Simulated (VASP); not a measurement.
**Mo: single point with PBEsol**

The system is Mo.

```
Mo
1.0
    -1.56473    1.56473    1.56473
     1.56473   -1.56473    1.56473
     1.56473    1.56473   -1.56473
Mo
1
Direct
  0.00000 0.00000 0.00000
```

```json
{
 "Program": "VASP 6.6.1",
 "Task": "single point",
 "Functional": "PBEsol",
 "Potentials or basis": "VASP PAW PBE potentials, release 64 (Mo_sv)",
 "Cutoff": "520 eV",
 "k mesh": "24 × 24 × 24",
 "Occupations": "methfessel-paxton, width 0.1 eV",
 "Spin": "no spin polarisation",
 "Dipole correction": "no",
 "Further INCAR settings": "ALGO = Normal; EDIFF = 1e-07; NBANDS = 13"
}
```

- Pressure: 0.6 GPa
- Band gap on the k mesh: zero (band 7 reaches 16.91 eV, above the bottom of band 8 at 11.38 eV)

Levels at points of the mesh, in eV from the Fermi level:
| k point | band 5 | band 6 | band 7 | band 8 | band 9 | band 10 |
| --- | --- | --- | --- | --- | --- | --- |
| (0.00, 0.00, 0.00) | -7.40 | -1.46 | -1.46 | -1.46 | 1.63 | 1.63 |
| (0.50, 0.00, 0.00) | -5.53 | -3.56 | 1.63 | 1.67 | 2.32 | 4.87 |
| (0.50, 0.50, 0.50) | -5.68 | -5.68 | 4.07 | 4.07 | 4.07 | 9.12 |

Run time: 85 s on 1 thread of Intel Xeon 8259CL, on a shared host, peak memory 0.19 GiB.

Caveat: the PAW data sets were made with another functional, which shifts forces and pressure a little.
